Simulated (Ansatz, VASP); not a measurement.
**One calculation of As, two programs**

Contents of INCAR:

```
SYSTEM = As
PREC = Accurate ; ENCUT = 520
EDIFF = 1E-6 ; ISMEAR = -1
SIGMA = 0.1 ; LREAL = .FALSE.
LASPH = .TRUE. ; NELM = 60
ALGO = Normal ; ISIF = 2
LWAVE = .FALSE. ; LCHARG = .TRUE.
GGA = RP ; LELF = .TRUE.
LVHAR = .TRUE. ; NBANDS = 8
```

File KPOINTS:

```
regular mesh
0
G
  13 13 13
  0 0 0
```

Contents of POSCAR:

```
As
1.0
    2.6388721293      0.0000000000      0.0000000000
    0.0000000000      2.6388721293      0.0000000000
    0.0000000000      0.0000000000      2.6388721293
As
1
Direct
    0.0000000000      0.0000000000      0.0000000000
```

Input for Ansatz:

```yaml
crystal:
  lattice:
    - [2.6388721293, 0.0, 0.0]
    - [0.0, 2.6388721293, 0.0]
    - [0.0, 0.0, 2.6388721293]
  atoms:
    - { symbol: As, position: [0.0, 0.0, 0.0] }
hamiltonian:
  xc: rpbe
  pseudopotentials:
    kind: paw
    azcp:
      As: "pseudopotentials/As.paw.azcp"
basis:
  ecutwfc: 420
  fft_grid_basis: typed
kpoints:
  mp_grid: { grid: [13, 13, 13], shift: [0, 0, 0] }
magnetization:
  spin_polarized: false
scf:
  occupations: { method: fermi_dirac, width: 0.1 }
  lower_state_search: "off"
output:
  stress: true
```

Alike in both runs: task single point; functional RPBE; k mesh 13 × 13 × 13; occupations fermi-dirac, width 0.1 eV; no spin polarisation.

|  | VASP | Ansatz |
| --- | --- | --- |
| version | VASP 6.6.1 | Ansatz 0.2.0 |
| potentials or method | VASP PAW PBE potentials, release 64 (As), cutoff 520 eV | plane waves (420 eV) with PAW, scalar-relativistic |
| valence electrons in the cell | 5 | 15 |

```csv
,VASP,Ansatz,Ansatz less VASP
pressure (GPa),12.4,12.2,-0.27
```

VASP's potentials were made for PBE, not for RPBE. VASP's potentials hold 5 valence electrons a cell and Ansatz's 15, so a difference there can come from the potentials and not from the codes.
